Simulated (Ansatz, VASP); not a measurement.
## Two plane-wave programs on NbAs

```
Nb As
1.0
    -1.73661    1.73661    5.87608
     1.73661   -1.73661    5.87608
     1.73661    1.73661   -5.87608
Nb As
2 2
Direct
  0.74890 0.74890 0.00000
  0.49890 0.99890 0.50000
  0.91710 0.41710 0.50000
  0.16710 0.16710 0.00000
```

Alike in both runs: functional PBE; k mesh 14 × 14 × 14; occupations gaussian, width 0.1 eV; no spin polarisation.

Ansatz relaxed the structure, and its values are those at the end. VASP's run is a single point on that final structure, the one shown.

```csv
,VASP,Ansatz
version,VASP 6.6.1,Ansatz 0.2.0
potentials or method,"VASP PAW PBE potentials, release 64 (Nb_sv, As), cutoff 520 eV","scalar-relativistic, plane waves, PAW"
valence electrons in the cell,36,56
```

|  | VASP | Ansatz | Ansatz less VASP |
| --- | --- | --- | --- |
| gap on the k mesh at the Fermi level (eV) | none | none | - |
| pressure (GPa) | 0.0 | 0.0 | 0.00 |

A gap of «none» marks a metal or a gap that the smearing closes. With one functional, cell and mesh, what is left measures potentials, basis and numerics. VASP's potentials hold 36 valence electrons a cell and Ansatz's 56, so a difference there can come from the potentials and not from the codes.
